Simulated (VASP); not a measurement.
Wanted: the native input for a VASP 6.6.1 run.

```yaml
Task: single point
Functional: PBEsol
Potentials_or_basis: VASP PAW PBE potentials, release 64 (Ba_sv, Te)
Cutoff: 520 eV
k_mesh: 8 × 8 × 8
Occupations: gaussian, width 0.05 eV
Spin: no spin polarisation
Dipole_correction: no
Further_INCAR_settings: ALGO = Normal; EDIFF = 1e-07; NBANDS = 15
```

The structure of BaTe lies in POSCAR:

```
BaTe
1.0
    0.0000000000      3.2978275349      3.3846124701
    3.2978275349      0.0000000000      3.3846124701
    3.2978275349      3.2978275349      0.0000000000
Ba Te
1 1
Direct
    0.0000000000      0.0000000000      0.0000000000
    0.5000000000      0.5000000000      0.5000000000
```

This cell differs from its parent crystal: strain -0.050 along x and y, -0.025 along z.

The input as run:

INCAR

```
SYSTEM = BaTe
PREC = Accurate
ENCUT = 520
EDIFF = 1E-7
ISMEAR = 0
SIGMA = 0.05
LREAL = .FALSE.
LASPH = .TRUE.
NELM = 100
ALGO = Normal
ISIF = 2
LWAVE = .FALSE.
LCHARG = .TRUE.
GGA = PS
LELF = .TRUE.
LVHAR = .TRUE.
NBANDS = 15
```

KPOINTS

```
regular mesh
0
G
  8 8 8
  0 0 0
```

Potentials or basis: VASP PAW PBE potentials, release 64 (Ba_sv, Te).

Run with:

```bash
$ cat potpaw_PBE.64/Ba_sv/POTCAR potpaw_PBE.64/Te/POTCAR > POTCAR
$ mpirun -np 1 vasp_std > vasp.out
```

It gave:

* Pressure: 6.1 GPa
* Band gap on the k mesh: 0.98 eV (least direct gap 1.33 eV)

Caveat: the cell differs from its parent crystal (strain -0.050 along x and y, -0.025 along z); the cell stands under pressure; the PAW data sets were made with another functional, which shifts forces and pressure a little; spin-orbit coupling is left out, which moves the levels of the heavy elements.

Wall time 49 s on 1 thread of Intel(R) Xeon(R) Platinum 8259CL CPU @ 2.50GHz (Skylake/Cascade Lake), with other jobs on the host, peak memory 0.24 GiB.
